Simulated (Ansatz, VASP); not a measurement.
Two plane-wave programs on Be

Contents of INCAR:

```
PREC = Accurate ; ENCUT = 520
EDIFF = 1E-6 ; ISMEAR = -1
SIGMA = 0.1 ; LREAL = F
LASPH = T ; NELM = 100
ALGO = Normal ; ISIF = 2
LWAVE = F ; LCHARG = F
GGA = PE ; NBANDS = 7
```

File KPOINTS:

```
Automatic mesh
0
Gamma
  28 28 28
```

POSCAR

```
Be
1.0
    0.0000000000      1.6202282185      1.6202282185
    1.6202282185      0.0000000000      1.6202282185
    1.6202282185      1.6202282185      0.0000000000
Be
1
Direct
    0.0000000000      0.0000000000      0.0000000000
```

Input for Ansatz:

```yaml
crystal:
  lattice:
    - [0.0, 1.6202282185, 1.6202282185]
    - [1.6202282185, 0.0, 1.6202282185]
    - [1.6202282185, 1.6202282185, 0.0]
  atoms:
    - { symbol: Be, position: [0.0, 0.0, 0.0] }
hamiltonian:
  xc: pbe
  pseudopotentials:
    kind: paw
    azcp:
      Be: "pseudopotentials/Be.paw.azcp"
basis:
  ecutwfc: 420
  fft_grid_basis: typed
kpoints:
  mp_grid: { grid: [28, 28, 28], shift: [0, 0, 0] }
magnetization:
  spin_polarized: false
scf:
  occupations: { method: fermi_dirac, width: 0.1 }
output:
  stress: true
```

Alike in both runs: task single point; functional PBE; k mesh 28 × 28 × 28; occupations fermi-dirac, width 0.1 eV; no spin polarisation.

```csv
,VASP,Ansatz
version,VASP 6.6.1,Ansatz 0.2.0
potentials or method,"VASP PAW PBE potentials, release 64 (Be), cutoff 520 eV","plane waves (420 eV) with PAW, scalar-relativistic"
valence electrons in the cell,2,2
```

Ansatz gave:

| Quantity | Value |
| --- | --- |
| pressure (GPa) | -8.0 |

Question: What did VASP give for the same quantities?

Answer: Pressure (GPa): -7.9.

The functional is the same, so the differences come from potentials, cutoffs and numerics.
